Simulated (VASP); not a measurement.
# Al2SiCl2 (I4/mmm) in VASP: single point with PBE

Aim: the single point of Al2SiCl2 with PBE.

All numbers are computed with VASP 6.6.1; they aren't measurements. Logs are shortened: lines on timing, memory, paths and dates and some standing lists are left out, and cuts for length are marked.

**1. The cell of the first run**

The structure is tetragonal, space group I4/mmm (No. 139). Conventional cell: a = 4.095 Å, b = 4.095 Å, c = 11.868 Å, α = 90.00°, β = 90.00°, γ = 90.00°. Al (site symmetry 4mm) has 1 Al at 2.59 Å and 4 Cl at 2.64 Å and 4 Si at 3.17 Å within 3.4 Å. Within 4.2 Å of Si (site symmetry 4/mmm) lie 8 Al at 3.17 Å and 8 Cl at 3.60 Å and 4 Si at 4.09 Å. Within 3.5 Å of Cl (site symmetry -4m2) lie 4 Al at 2.64 Å and 4 Cl at 2.90 Å.

**2. Single point, PBE**

INCAR

```
ALGO = Normal
EDIFF = 1E-6
ENCUT = 520
GGA = PE
ISIF = 2
ISMEAR = 0
LASPH = T
LCHARG = F
LREAL = F
LWAVE = F
NBANDS = 35
NELM = 60
PREC = Accurate
SIGMA = 0.2
```

KPOINTS

```
k-points
0
Gamma
  6 6 4
```

POSCAR

```
Al2SiCl2
1.0
    0.0000000000      4.0945205320      0.0000000000
   -2.0472602660     -2.0472602660      5.9338876556
    8.1890410640      0.0000000000      0.0000000000
Al Si Cl
4 2 4
Direct
    0.3908740821      0.7817481642      0.1954370410
    0.3908740821      0.7817481642      0.6954370410
    0.6091259179      0.2182518358      0.3045629590
    0.6091259179      0.2182518358      0.8045629590
    0.0000000000      0.0000000000      0.0000000000
    0.0000000000      0.0000000000      0.5000000000
    0.7500000000      0.5000000000      0.1250000000
    0.7500000000      0.5000000000      0.6250000000
    0.2500000000      0.5000000000      0.3750000000
    0.2500000000      0.5000000000      0.8750000000
```

Potentials or basis: VASP PAW PBE potentials, release 64 (Al, Si, Cl).

On the command line:

```sh
cat potpaw_PBE.64/Al/POTCAR potpaw_PBE.64/Si/POTCAR potpaw_PBE.64/Cl/POTCAR > POTCAR
mpirun -np 1 vasp_std > vasp.out
```

OUTCAR:

```text
EDIFF = 1E-6
   ENCUT = 520
   GGA = PE
   ISIF = 2
   ISMEAR = 0
   LASPH = T
   LREAL = F
   NELM = 60
   PREC = Accurate

 ion  position               nearest neighbor table
   1  0.391  0.782  0.195-   3 2.59  10 2.64   7 2.64   7 2.64   9 2.64   5 3.17   5 3.17   6 3.17
                             6 3.17
   2  0.391  0.782  0.695-   4 2.59   9 2.64   8 2.64   8 2.64  10 2.64   6 3.17   6 3.17   5 3.17
                             5 3.17
   3  0.609  0.218  0.305-   1 2.59   8 2.64   9 2.64   9 2.64   7 2.64   6 3.17   6 3.17   5 3.17
                             5 3.17
   4  0.609  0.218  0.805-   2 2.59   7 2.64  10 2.64  10 2.64   8 2.64   5 3.17   5 3.17   6 3.17
                             6 3.17
   5  0.000  0.000  0.000-   1 3.17   4 3.17   4 3.17   1 3.17   2 3.17   3 3.17   3 3.17   2 3.17

   6  0.000  0.000  0.500-   2 3.17   3 3.17   3 3.17   2 3.17   4 3.17   1 3.17   1 3.17   4 3.17

   7  0.750  0.500  0.125-   4 2.64   1 2.64   1 2.64   3 2.64
   8  0.750  0.500  0.625-   3 2.64   2 2.64   2 2.64   4 2.64
   9  0.250  0.500  0.375-   2 2.64   3 2.64   3 2.64   1 2.64
  10  0.250  0.500  0.875-   1 2.64   4 2.64   4 2.64   2 2.64

  LATTYP: Found a base centered monoclinic cell.
 ALAT       =    12.5542498471
 B/A-ratio  =     0.3261461722
 C/A-ratio  =     0.6522923443
 COS(beta)  =    -0.3261461722

  Lattice vectors:

 A1 = (  -2.0472602660,   2.0472602660,   5.9338876556)
 A2 = (  -2.0472602660,  -2.0472602660,   5.9338876556)
 A3 = (   8.1890410640,   0.0000000000,   0.0000000000)

Analysis of symmetry for initial positions (statically):
=====================================================================
 Subroutine PRICEL returns following result:

  LATTYP: Found a body centered tetragonal cell.
 ALAT       =     4.0945205320
 C/A-ratio  =     2.8984529980

  Lattice vectors:

 A1 = (  -2.0472602660,   2.0472602660,   5.9338876556)
 A2 = (   2.0472602660,  -2.0472602660,   5.9338876556)
 A3 = (   2.0472602660,   2.0472602660,  -5.9338876556)

   2 primitive cells build up your supercell.

 Routine SETGRP: Setting up the symmetry group for a
 base centered monoclinic supercell.

 Subroutine GETGRP returns: Found  4 space group operations
 (whereof  4 operations were pure point group operations)
 out of a pool of  4 trial point group operations.

The static configuration has the point symmetry C_2h.

Analysis of symmetry for dynamics (positions and initial velocities):
=====================================================================
 Subroutine PRICEL returns following result:

  LATTYP: Found a body centered tetragonal cell.
 ALAT       =     4.0945205320
 C/A-ratio  =     2.8984529980

  Lattice vectors:

 A1 = (  -2.0472602660,   2.0472602660,   5.9338876556)
 A2 = (   2.0472602660,  -2.0472602660,   5.9338876556)
 A3 = (   2.0472602660,   2.0472602660,  -5.9338876556)

   2 primitive cells build up your supercell.

 Routine SETGRP: Setting up the symmetry group for a
 base centered monoclinic supercell.

 Subroutine GETGRP returns: Found  4 space group operations
 (whereof  4 operations were pure point group operations)
 out of a pool of  4 trial point group operations.

The dynamic configuration has the point symmetry C_2h.

 Subroutine INISYM returns: Found  4 space group operations
 (whereof  4 operations are pure point group operations),
 and found     2 'primitive' translations

----------------------------------------------------------------------------------------

                                     Primitive cell

  volume of cell :      99.4822

  direct lattice vectors                    reciprocal lattice vectors
    -2.047260266  2.047260266  5.933887656     0.000000000  0.244228840  0.084261791
     2.047260266 -2.047260266  5.933887656     0.244228840  0.000000000  0.084261791
     2.047260266  2.047260266 -5.933887656     0.244228840  0.244228840  0.000000000

  length of vectors
     6.602542836  6.602542836  6.602542836     0.258355909  0.258355909  0.345391738

  position of ions in fractional coordinates (direct lattice)
     0.390874082  0.390874082  1.000000000
     0.609125918  0.609125918  0.000000000
     0.000000000  0.000000000  0.000000000
     0.750000000  0.250000000  0.500000000
     0.250000000  0.750000000  0.500000000

  ion indices of the primitive-cell ions
   primitive index   ion index
                 1           1
                 2           3
                 3           5
                 4           7
                 5           9

----------------------------------------------------------------------------------------

 KPOINTS: k-points

Automatic generation of k-mesh.
 Grid dimensions read from file:
 generate k-points for:    6    6    4

 Generating k-lattice:

  Cartesian coordinates                     Fractional coordinates (reciprocal lattice)
     0.000000000  0.040704807  0.014043632     0.166666667  0.000000000  0.000000000
     0.000000000  0.000000000  0.028087264     0.000000000  0.166666667  0.000000000
     0.030528605  0.000000000  0.010532724     0.000000000  0.000000000  0.250000000

  Length of vectors
     0.043059318  0.028087264  0.032294489

  Shift w.r.t. Gamma in fractional coordinates (k-lattice)
     0.000000000  0.000000000  0.000000000

 Subroutine IBZKPT returns following result:
 ===========================================

 Found     47 irreducible k-points:

 Following reciprocal coordinates:
            Coordinates               Weight
  0.000000  0.000000  0.000000      1.000000
  0.166667  0.000000  0.000000      4.000000
  0.333333  0.000000  0.000000      4.000000
  0.500000  0.000000  0.000000      2.000000
  0.000000  0.166667  0.000000      2.000000
  0.166667  0.166667  0.000000      4.000000
[... 16 lines left out ...]
  0.500000  0.166667  0.250000      4.000000
 -0.333333  0.166667  0.250000      4.000000
 [... further k-points ...]
   k-points           NKPTS =     47   k-points in BZ     NKDIM =     47   number of bands    NBANDS=     35
   number of dos      NEDOS =    301   number of ions     NIONS =     10
   total plane-waves  NPLWV =  96000
   dimension x,y,z NGX =    30 NGY =   50 NGZ =   64
   dimension x,y,z NGXF=    60 NGYF=  100 NGZF=  128
   ions per type =               4   2   4
   NGX,Y,Z   is equivalent  to a cutoff of  12.18, 12.59, 12.99 a.u.
   NGXF,Y,Z  is equivalent  to a cutoff of  24.36, 25.18, 25.99 a.u.
 SYSTEM =  unknown system
   PREC   = accura    normal or accurate (medium, high low for compatibility)
   ISTART =      0    job   : 0-new  1-cont  2-samecut
   ICHARG =      2    charge: 1-file 2-atom 10-const
   ISPIN  =      1    spin polarized calculation?
   LNONCOLLINEAR =      F non collinear calculations
   LSORBIT =      F    spin-orbit coupling
   LASPH  =      T    aspherical Exc in radial PAW
   ENCUT  =  520.0 eV  38.22 Ry    6.18 a.u.   7.61 12.28 15.23*2*pi/ulx,y,z
   NELM   =     60;   NELMIN=  2; NELMDL= -5     # of ELM steps
   EDIFF  = 0.1E-05   stopping-criterion for ELM
   LREAL  =      F    real-space projection
   EDIFFG = 0.1E-04   stopping-criterion for IOM
   NSW    =      0    number of steps for IOM
   IBRION =     -1    ionic relax: 0-MD 1-quasi-New 2-CG
   NFREE  =      0    steps in history (QN), initial steepest desc. (CG)
   ISIF   =      2    stress and relaxation
   ISYM   =      2    0-nonsym 1-usesym 2-fastsym
   POTIM  = 0.5000    time-step for ionic-motion
   TEBEG  =    0.0;   TEEND  =   0.0 temperature during run
   PSTRESS=    0.0 pullay stress
   NELECT =      48.0000    total number of electrons
   NUPDOWN=      -1.0000    fix difference up-down
   EMIN   =  10.00;   EMAX   =-10.00  energy-range for DOS
   EFERMI =   0.00;   METHOD = LEGACY
   ISMEAR =     0;   SIGMA  =   0.20  broadening in eV -4-tet -1-fermi 0-gaus
   EFERMI_NEDOS =   21; number of points for ismear=-14 and -15
   IALGO  =     38    algorithm
   IMIX   =      4    mixing-type and parameters
     AMIX     =   0.40;   BMIX     =  1.00
     AMIX_MAG =   1.60;   BMIX_MAG =  1.00
  volume/ion in A,a.u.               =      19.90       134.27
  Fermi-wavevector in a.u.,A,eV,Ry     =   1.019131  1.925879 14.131398  1.038628
  Thomas-Fermi vector in A             =   2.152628
   LORBIT       =      0    0 simple, 1 ext, 2 COOP (PROOUT), +10 PAW based schemes
   GGA     = PE    functional components
   LHFCALC =     F    Hartree Fock is set to
   AEXX    =    0.0000 exact exchange contribution
   IVDW    =     0    specifies the selected vdW correction
   LEPSILON=     F    determine dielectric tensor
   LRPA    =     F    only Hartree local field effects (RPA)
 non-spin polarized calculation
 Gauss-broadening in eV      SIGMA  =   0.20
  energy-cutoff  :      520.00
  volume of cell :      198.96
 maximum number of plane-waves:      5401
   NGX = 15   NGY = 25   NGZ = 31

 number of electron      48.0000004 magnetization

 Free energy of the ion-electron system (eV)
  ---------------------------------------------------
  ext. energy  EPLUGINS =         0.00000000
  ---------------------------------------------------
  free energy    TOTEN  =       -31.30517192 eV

  energy without entropy =      -31.19094301  energy(sigma->0) =      -31.24805747

 E-fermi :   5.9415     XC(G=0):  -9.6481

 val. band max:        5.9207521583   @ k =   0.0000   0.0000   0.0000
 cond. band min:       5.9465730634   @ k =   0.1667   0.3333   0.0000
 fundamental gap:      0.0258209051
 Fermi energy:         5.9415278268

 k-point     1 :       0.0000    0.0000    0.0000
  band No.  band energies     occupation
      1     -11.9886      2.00000
      2     -10.9105      2.00000
      3     -10.9101      2.00000
      4      -9.6449      2.00000
      5      -2.5181      2.00000
      6      -1.8800      2.00000
[... 27 lines left out ...]
     34      10.7444      0.00000
     35      11.2584      0.00000
[... 843 lines left out ...]
      5      -2.1967      2.00000
      6      -1.8214      2.00000
[... 27 lines left out ...]
     34      10.2002      0.00000
     35      10.9239      0.00000

 [... further k-points ...]

------------------------ aborting loop because EDIFF is reached ----------------------------------------

  FORCE on cell =-STRESS in cart. coord.  units (eV):
  Direction    XX          YY          ZZ          XY          YZ          ZX
  --------------------------------------------------------------------------------------
  -------------------------------------------------------------------------------------
  Total       -0.2210407     -0.2710095      0.6800789      0.0000000      0.0000000      0.0353254
  in kB       -1.7799487     -2.1823261      5.4763911      0.0000000      0.0000000      0.2844605
  external PRESSURE =       0.5047054 kB  Pullay stress =       0.0000000 kB

 VOLUME and BASIS-vectors are now :
 -----------------------------------------------------------------------------
  energy-cutoff  :      520.00
  volume of cell :      198.96
      direct lattice vectors                 reciprocal lattice vectors
     0.000000000  4.094520532  0.000000000     0.000000000  0.244228840  0.084261791
    -2.047260266 -2.047260266  5.933887656     0.000000000  0.000000000  0.168523582
     8.189041064  0.000000000  0.000000000     0.122114420  0.000000000  0.042130895

 POSITION                                       TOTAL-FORCE (eV/Angst)
 -----------------------------------------------------------------------------------
     -0.00000     -0.00000      4.63881         0.000397      0.000000     -0.073456
      4.09452     -0.00000      4.63881         0.000397      0.000000     -0.073456
      2.04726      2.04726      1.29508        -0.000397      0.000000      0.073456
      6.14178      2.04726      1.29508        -0.000397      0.000000      0.073456
      0.00000      0.00000      0.00000         0.000000      0.000000      0.000000
      4.09452      0.00000      0.00000         0.000000     -0.000000      0.000000
      0.00000      2.04726      2.96694         0.004297     -0.000000     -0.001751
      4.09452      2.04726      2.96694         0.004297     -0.000000     -0.001751
      2.04726      0.00000      2.96694        -0.004297      0.000000      0.001751
      6.14178      0.00000      2.96694        -0.004297      0.000000      0.001751
 -----------------------------------------------------------------------------------
    total drift:                               -0.000000     -0.000000      0.000000

  FREE ENERGIE OF THE ION-ELECTRON SYSTEM (eV)
  ---------------------------------------------------
  free  energy   TOTEN  =       -31.3051719236 eV

  energy  without entropy=      -31.1909430099  energy(sigma->0) =      -31.24805747
```

Run time: 12 min. Hardware: 1 thread of AMD EPYC 7R13 (Zen 3), shared host; peak memory 0.42 GiB.

Results:

| Quantity | Value |
| --- | --- |
| Free energy | -31.3052 eV |
| Pressure | 0.1 GPa |
| Largest force | 0.073 eV/Å |
| Band gap on the k mesh | zero (band 24 reaches 6.24 eV, above the bottom of band 25 at 5.37 eV) |

Forces in eV/Å, atoms in the order of the input:
```
Al   0.000  0.000 -0.073
Al   0.000  0.000 -0.073
Al   0.000  0.000  0.073
Al   0.000  0.000  0.073
Si   0.000  0.000  0.000
Si   0.000  0.000  0.000
Cl   0.004  0.000 -0.002
Cl   0.004  0.000 -0.002
Cl  -0.004  0.000  0.002
Cl  -0.004  0.000  0.002
```

Stress tensor (GPa, compression positive):
```
-0.18  0.00  0.03
 0.00 -0.22  0.00
 0.03  0.00  0.55
```
